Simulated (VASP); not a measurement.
# MgZn5O6 (P1) in VASP: relaxation of cell and atoms with PBE

Aim: the relaxation of cell and atoms of MgZn5O6 with PBE.

Everything below comes from runs of VASP 6.6.1. Logs are shortened: lines on timing, memory, paths and dates and some standing lists are left out, and cuts for length are marked.

## Step 1: The cell of the first run

The typed cell holds 12 atoms: a = 3.300 Å, b = 3.223 Å, c = 13.446 Å, α = 89.56°, β = 90.46°, γ = 91.48°.

## Step 2: Relaxation of cell and atoms, PBE

Input file INCAR:

```
PREC = Accurate
ENCUT = 600
EDIFF = 1E-7
ISMEAR = 0
SIGMA = 0.1
LREAL = False
LASPH = True
NELM = 100
ALGO = Normal
ISIF = 3
LWAVE = False
LCHARG = False
GGA = PE
IBRION = 2
NSW = 80
EDIFFG = -0.025
```

Input file KPOINTS:

```
Automatic mesh
0
Gamma
  4 4 1
```

Input file POSCAR:

```
MgZn5O6
1.0
    3.2995472461     -0.0421994665     -0.0128315568
   -0.0421994665      3.2225645558      0.0122647799
   -0.0540789112      0.0516902158     13.4459287527
Mg Zn O
1 5 6
Direct
   -0.0231309876     -0.0014648384      0.4880709125
    0.9985383553      0.0623309835      0.8382955103
    0.4957959907      0.4997518232     -0.0042597254
   -0.0310353440      0.0222546694      0.1684067205
    0.5227036737      0.4647181796      0.3252449942
    0.5374703044      0.5093719981      0.6732104004
    0.5064759665      0.0016714705      0.0836517935
   -0.0034733346      0.4573285141      0.2513047710
    0.5199322544      0.0548869615      0.4140674729
   -0.0268855261      0.4605239666      0.5840971859
    0.5025095272     -0.0109426027      0.7494032276
    0.0010991200      0.4795688747      0.9285067366
```

Potentials or basis: VASP PAW PBE potentials, release 64 (Mg, Zn, O).

On the command line:

```sh
$ cat potpaw_PBE.64/Mg/POTCAR potpaw_PBE.64/Zn/POTCAR potpaw_PBE.64/O/POTCAR > POTCAR
$ mpirun -np 1 vasp_std > vasp.out
```

OUTCAR:

```text
PREC = Accurate
   ENCUT = 600
   EDIFF = 1E-7
   ISMEAR = 0
   LREAL = False
   LASPH = True
   NELM = 100
   ISIF = 3
   GGA = PE
   IBRION = 2
   NSW = 80
   EDIFFG = -0.025

 ion  position               nearest neighbor table
   1  0.977  0.999  0.488-   9 1.81  10 1.98   9 2.06  10 2.15   5 3.05   5 3.14   5 3.19   6 3.27

   2  0.999  0.062  0.838-  12 1.82  11 2.03  11 2.08  12 2.23   3 3.01
   3  0.496  0.500  0.996-  12 1.86  12 1.91   7 1.99   7 2.01   2 3.01
   4  0.969  0.022  0.168-   8 1.80   7 1.90   7 2.12   8 2.13   5 2.98
   5  0.523  0.465  0.325-   9 1.77   8 1.86   8 1.99   9 2.25   4 2.98   1 3.05   1 3.14   1 3.19

   6  0.537  0.509  0.673-  11 1.87  10 1.89  11 1.96  10 2.21   1 3.27
   7  0.506  0.002  0.084-   4 1.90   3 1.99   3 2.01   4 2.12
   8  0.997  0.457  0.251-   4 1.80   5 1.86   5 1.99   4 2.13
   9  0.520  0.055  0.414-   5 1.77   1 1.81   1 2.06   5 2.25
  10  0.973  0.461  0.584-   6 1.89   1 1.98   1 2.15   6 2.21
  11  0.503  0.989  0.749-   6 1.87   6 1.96   2 2.03   2 2.08
  12  0.001  0.480  0.929-   2 1.82   3 1.86   3 1.91   2 2.23

  LATTYP: Found a triclinic cell.
 ALAT       =     3.2998420376
 B/A-ratio  =     1.3796041949
 C/A-ratio  =     4.0747819762
 COS(alpha) =     0.0003166131
 COS(beta)  =     0.0079591707
 COS(gamma) =     0.7065138818

  Lattice vectors:

 A1 = (  -3.2995472461,   0.0421994665,   0.0128315568)
 A2 = (  -3.2573477796,  -3.1803650893,   0.0005667769)
 A3 = (  -0.0540789112,   0.0516902158,  13.4459287527)

Analysis of symmetry for initial positions (statically):
=====================================================================
 Subroutine PRICEL returns:
 Original cell was already a primitive cell.

 Routine SETGRP: Setting up the symmetry group for a
 triclinic supercell.

 Subroutine GETGRP returns: Found  1 space group operations
 (whereof  1 operations were pure point group operations)
 out of a pool of  2 trial point group operations.

The static configuration has the point symmetry C_1 .

Analysis of symmetry for dynamics (positions and initial velocities):
=====================================================================
 Subroutine PRICEL returns:
 Original cell was already a primitive cell.

 Routine SETGRP: Setting up the symmetry group for a
 triclinic supercell.

 Subroutine GETGRP returns: Found  1 space group operations
 (whereof  1 operations were pure point group operations)
 out of a pool of  2 trial point group operations.

The dynamic configuration has the point symmetry C_1 .

 Subroutine INISYM returns: Found  1 space group operations
 (whereof  1 operations are pure point group operations),
 and found     1 'primitive' translations

----------------------------------------------------------------------------------------

                                     Primitive cell

  volume of cell :     142.9424

  direct lattice vectors                    reciprocal lattice vectors
     3.299547246 -0.042199466 -0.012831557     0.303127274  0.003964868  0.001203922
    -0.042199466  3.222564556  0.012264780     0.003964868  0.310368260 -0.001177203
    -0.054078911  0.051690216 13.445928753     0.000285660 -0.000279320  0.074374177

  length of vectors
     3.299842038  3.222864182 13.446136859     0.303155594  0.310395816  0.074375250

  position of ions in fractional coordinates (direct lattice)
     0.976869012  0.998535162  0.488070912
     0.998538355  0.062330983  0.838295510
     0.495795991  0.499751823  0.995740275
     0.968964656  0.022254669  0.168406721
     0.522703674  0.464718180  0.325244994
     0.537470304  0.509371998  0.673210400
     0.506475966  0.001671470  0.083651794
     0.996526665  0.457328514  0.251304771
     0.519932254  0.054886962  0.414067473
     0.973114474  0.460523967  0.584097186
     0.502509527  0.989057397  0.749403228
     0.001099120  0.479568875  0.928506737

  ion indices of the primitive-cell ions
   primitive index   ion index
                 1           1
                 2           2
                 3           3
                 4           4
                 5           5
                 6           6
                 7           7
                 8           8
                 9           9
                10          10
                11          11
                12          12

----------------------------------------------------------------------------------------

 KPOINTS: Automatic mesh

Automatic generation of k-mesh.
 Grid dimensions read from file:
 generate k-points for:    4    4    1

 Generating k-lattice:

  Cartesian coordinates                     Fractional coordinates (reciprocal lattice)
     0.075781819  0.000991217  0.000300980     0.250000000  0.000000000  0.000000000
     0.000991217  0.077592065 -0.000294301    -0.000000000  0.250000000  0.000000000
     0.000285660 -0.000279320  0.074374177     0.000000000  0.000000000  1.000000000

  Length of vectors
     0.075788898  0.077598954  0.074375250

  Shift w.r.t. Gamma in fractional coordinates (k-lattice)
     0.000000000  0.000000000  0.000000000

 Subroutine IBZKPT returns following result:
 ===========================================

 Found     10 irreducible k-points:

 Following reciprocal coordinates:
            Coordinates               Weight
  0.000000  0.000000  0.000000      1.000000
  0.250000  0.000000  0.000000      2.000000
  0.500000  0.000000  0.000000      1.000000
 -0.000000  0.250000  0.000000      2.000000
  0.250000  0.250000 -0.000000      2.000000
  0.500000  0.250000 -0.000000      2.000000
 -0.250000  0.250000  0.000000      2.000000
 -0.000000  0.500000  0.000000      1.000000
  0.250000  0.500000 -0.000000      2.000000
  0.500000  0.500000 -0.000000      1.000000
   k-points           NKPTS =     10   k-points in BZ     NKDIM =     10   number of bands    NBANDS=     58
   number of dos      NEDOS =    301   number of ions     NIONS =     12
   total plane-waves  NPLWV =  84672
   dimension x,y,z NGX =    28 NGY =   28 NGZ =  108
   dimension x,y,z NGXF=    56 NGYF=   56 NGZF=  216
   ions per type =               1   5   6
   NGX,Y,Z   is equivalent  to a cutoff of  14.11, 14.44, 13.35 a.u.
   NGXF,Y,Z  is equivalent  to a cutoff of  28.21, 28.89, 26.71 a.u.
 SYSTEM =  unknown system
   PREC   = accura    normal or accurate (medium, high low for compatibility)
   ISTART =      0    job   : 0-new  1-cont  2-samecut
   ICHARG =      2    charge: 1-file 2-atom 10-const
   ISPIN  =      1    spin polarized calculation?
   LNONCOLLINEAR =      F non collinear calculations
   LSORBIT =      F    spin-orbit coupling
   LASPH  =      T    aspherical Exc in radial PAW
   ENCUT  =  600.0 eV  44.10 Ry    6.64 a.u.   6.59  6.44 26.86*2*pi/ulx,y,z
   NELM   =    100;   NELMIN=  2; NELMDL= -5     # of ELM steps
   EDIFF  = 0.1E-06   stopping-criterion for ELM
   LREAL  =      F    real-space projection
   EDIFFG = -.3E-01   stopping-criterion for IOM
   NSW    =     80    number of steps for IOM
   IBRION =      2    ionic relax: 0-MD 1-quasi-New 2-CG
   NFREE  =      1    steps in history (QN), initial steepest desc. (CG)
   ISIF   =      3    stress and relaxation
   ISYM   =      2    0-nonsym 1-usesym 2-fastsym
   POTIM  = 0.5000    time-step for ionic-motion
   TEBEG  =    0.0;   TEEND  =   0.0 temperature during run
   PSTRESS=    0.0 pullay stress
   NELECT =      98.0000    total number of electrons
   NUPDOWN=      -1.0000    fix difference up-down
   EMIN   =  10.00;   EMAX   =-10.00  energy-range for DOS
   EFERMI =   0.00;   METHOD = LEGACY
   ISMEAR =     0;   SIGMA  =   0.10  broadening in eV -4-tet -1-fermi 0-gaus
   EFERMI_NEDOS =   21; number of points for ismear=-14 and -15
   IALGO  =     38    algorithm
   IMIX   =      4    mixing-type and parameters
     AMIX     =   0.40;   BMIX     =  1.00
     AMIX_MAG =   1.60;   BMIX_MAG =  1.00
  volume/ion in A,a.u.               =      11.91        80.39
  Fermi-wavevector in a.u.,A,eV,Ry     =   1.443543  2.727901 28.352058  2.083817
  Thomas-Fermi vector in A             =   2.561939
   LORBIT       =      0    0 simple, 1 ext, 2 COOP (PROOUT), +10 PAW based schemes
   GGA     = PE    functional components
   LHFCALC =     F    Hartree Fock is set to
   AEXX    =    0.0000 exact exchange contribution
   IVDW    =     0    specifies the selected vdW correction
   LEPSILON=     F    determine dielectric tensor
   LRPA    =     F    only Hartree local field effects (RPA)
 conjugate gradient relaxation of ions
 non-spin polarized calculation
 Gauss-broadening in eV      SIGMA  =   0.10
  energy-cutoff  :      600.00
  volume of cell :      142.94
 maximum number of plane-waves:      4807
 NGX is ok and might be reduce to    28
   NGX = 13   NGY = 13   NGZ = 53

--------------------------------------- Ionic step        1  -------------------------------------------

 number of electron      98.0000014 magnetization

 Free energy of the ion-electron system (eV)
  ---------------------------------------------------
  ext. energy  EPLUGINS =         0.00000000
  ---------------------------------------------------
  free energy    TOTEN  =       -54.46595660 eV

  energy without entropy =      -54.46595660  energy(sigma->0) =      -54.46595660

------------------------ aborting loop because EDIFF is reached ----------------------------------------

  FORCE on cell =-STRESS in cart. coord.  units (eV):
  Direction    XX          YY          ZZ          XY          YZ          ZX
  --------------------------------------------------------------------------------------
  -------------------------------------------------------------------------------------
  Total        7.1237574      9.8715068     10.4730298      0.1613810      1.7895305      1.5474426
  in kB       79.8470071    110.6452998    117.3875019      1.8088476     20.0580457     17.3445913
  external PRESSURE =     102.6266029 kB  Pullay stress =       0.0000000 kB
[... 119 lines left out ...]
  FREE ENERGIE OF THE ION-ELECTRON SYSTEM (eV)
  ---------------------------------------------------
  free  energy   TOTEN  =       -55.8194606629 eV

  energy  without entropy=      -55.8194606627  energy(sigma->0) =      -55.81946066

[... ionic steps 4 to 15 ...]

--------------------------------------- Ionic step       16  -------------------------------------------

 number of electron      98.0000055 magnetization

------------------------ aborting loop because EDIFF is reached ----------------------------------------

  FORCE on cell =-STRESS in cart. coord.  units (eV):
  Direction    XX          YY          ZZ          XY          YZ          ZX
  --------------------------------------------------------------------------------------
  -------------------------------------------------------------------------------------
  Total        0.0947356      0.0877102      0.0803828     -0.0234838      0.0113520     -0.0077663
  in kB        1.0258148      0.9497428      0.8704004     -0.2542866      0.1229217     -0.0840947
  external PRESSURE =       0.9486527 kB  Pullay stress =       0.0000000 kB
[... 77 lines left out ...]
  energy  without entropy=      -56.2951608634  energy(sigma->0) =      -56.29516086

--------------------------------------- Ionic step       18  -------------------------------------------

 number of electron      98.0000061 magnetization

 Free energy of the ion-electron system (eV)
  ---------------------------------------------------
  ext. energy  EPLUGINS =         0.00000000
  ---------------------------------------------------
  free energy    TOTEN  =       -56.29546953 eV

  energy without entropy =      -56.29546953  energy(sigma->0) =      -56.29546953

 E-fermi :   1.4252     XC(G=0): -10.5264

 val. band max:        0.9460813036   @ k =   0.0000   0.0000   0.0000
 cond. band min:       1.8798463168   @ k =   0.0000   0.0000   0.0000
 fundamental gap:      0.9337650132
 Fermi energy:         1.4252066966

 k-point     1 :       0.0000    0.0000    0.0000
  band No.  band energies     occupation
      1     -16.6702      2.00000
      2     -16.4847      2.00000
      3     -16.3546      2.00000
      4     -16.0114      2.00000
      5     -16.0041      2.00000
      6     -15.7032      2.00000
[... 638 lines left out ...]
  FREE ENERGIE OF THE ION-ELECTRON SYSTEM (eV)
  ---------------------------------------------------
  free  energy   TOTEN  =       -56.2954695341 eV

  energy  without entropy=      -56.2954695341  energy(sigma->0) =      -56.29546953

 reached required accuracy - stopping structural energy minimisation
```

Wall time 22 min (1 thread of Intel Xeon Platinum 8488C (Sapphire Rapids), shared host); peak memory 0.33 GiB.

Results:

- Free energy: -56.2955 eV
- Relaxed volume: 12.35 Å³/atom
- Relaxed cell: a = 3.280 Å, b = 3.279 Å, c = 13.775 Å, α = 89.99°, β = 90.01°, γ = 89.92°
- Space group after relaxing (to 0.1 Å): P-4m2 (No. 115)
- Energy gained by relaxing: 152.5 meV/atom
- Ionic steps: 18
- Pressure after relaxing: -0.1 GPa
- Largest force after relaxing: 0.020 eV/Å
- Band gap on the k mesh: 0.93 eV

Forces in eV/Å, atoms in the order of the input:
```
Mg  -0.011 -0.003 -0.003
Zn   0.000 -0.008 -0.009
Zn   0.006 -0.003 -0.001
Zn   0.006 -0.005  0.008
Zn   0.001  0.012  0.000
Zn   0.004  0.004  0.006
O    0.002 -0.014 -0.001
O    0.006  0.011 -0.010
O   -0.007  0.014  0.011
O   -0.009  0.010 -0.015
O   -0.006 -0.005  0.009
O    0.008 -0.011  0.005
```

Step by step:
```
step  energy change (eV)  largest force (eV/Å)  pressure (GPa)  volume (Å³)
   1              0.0000                3.4138           10.26       142.94
   2             -1.2225                1.2073           -7.29       159.29
   3             -1.3535                1.0565           -4.15       154.63
   4             -1.6759                0.5767           -1.02       149.53
   5             -1.7152                0.6938            0.89       147.17
   6             -1.7747                0.2761            0.42       147.62
   7             -1.7795                0.3367            0.29       147.79
   8             -1.8014                0.2240           -0.26       148.42
   9             -1.8053                0.2934           -0.58       148.82
  10             -1.8181                0.1740            0.11       147.99
  11             -1.8201                0.1604            0.52       147.51
  12             -1.8258                0.1047           -0.12       148.21
  13             -1.8258                0.1087           -0.12       148.25
  14             -1.8278                0.0509           -0.07       148.16
  15             -1.8281                0.0531           -0.04       148.11
  16             -1.8292                0.0376            0.09       147.96
  17             -1.8292                0.0409            0.11       147.94
  18             -1.8295                0.0196           -0.11       148.17
```

Final structure:
```cif
data_structure
_symmetry_space_group_name_H-M 'P 1'
_symmetry_Int_Tables_number 1
_cell_length_a 3.2804
_cell_length_b 3.2791
_cell_length_c 13.7749
_cell_angle_alpha 89.993
_cell_angle_beta 90.012
_cell_angle_gamma 89.915
_cell_volume 148.17
loop_
_atom_site_label
_atom_site_type_symbol
_atom_site_fract_x
_atom_site_fract_y
_atom_site_fract_z
_atom_site_occupancy
Mg1 Mg 0.00201 0.99811 0.50003 1
Zn1 Zn 0.00038 0.00324 0.83268 1
Zn2 Zn 0.49822 0.50254 0.99997 1
Zn3 Zn 0.99835 0.99942 0.16726 1
Zn4 Zn 0.49969 0.49646 0.33474 1
Zn5 Zn 0.50136 0.50032 0.66523 1
O1 O 0.49842 0.00246 0.08367 1
O2 O 0.99946 0.49895 0.25103 1
O3 O 0.50175 0.99666 0.41899 1
O4 O 0.00158 0.49810 0.58110 1
O5 O 0.50047 0.00064 0.74900 1
O6 O 0.99832 0.50310 0.91631 1
```

Levels at points of the mesh, in eV from the valence-band top:
| k point | band 45 | band 46 | band 47 | band 48 | band 49 | band 50 | band 51 | band 52 | band 53 | band 54 |
| --- | --- | --- | --- | --- | --- | --- | --- | --- | --- | --- |
| (0.00, 0.00, 0.00) | -0.36 | -0.35 | -0.05 | 0.00 | 0.00 | 0.93 | 2.74 | 3.01 | 4.86 | 4.95 |
| (0.50, 0.00, 0.00) | -0.80 | -0.68 | -0.67 | -0.67 | -0.66 | 5.48 | 5.50 | 5.55 | 5.66 | 5.78 |
| (0.00, 0.50, 0.00) | -0.80 | -0.68 | -0.67 | -0.67 | -0.67 | 5.48 | 5.49 | 5.55 | 5.66 | 5.78 |
| (0.50, 0.50, 0.00) | -1.99 | -1.97 | -1.95 | -1.94 | -1.92 | 5.27 | 5.28 | 6.46 | 6.46 | 6.70 |

Caveat: the k points lie up to 0.48 Å⁻¹ apart in the final cell.
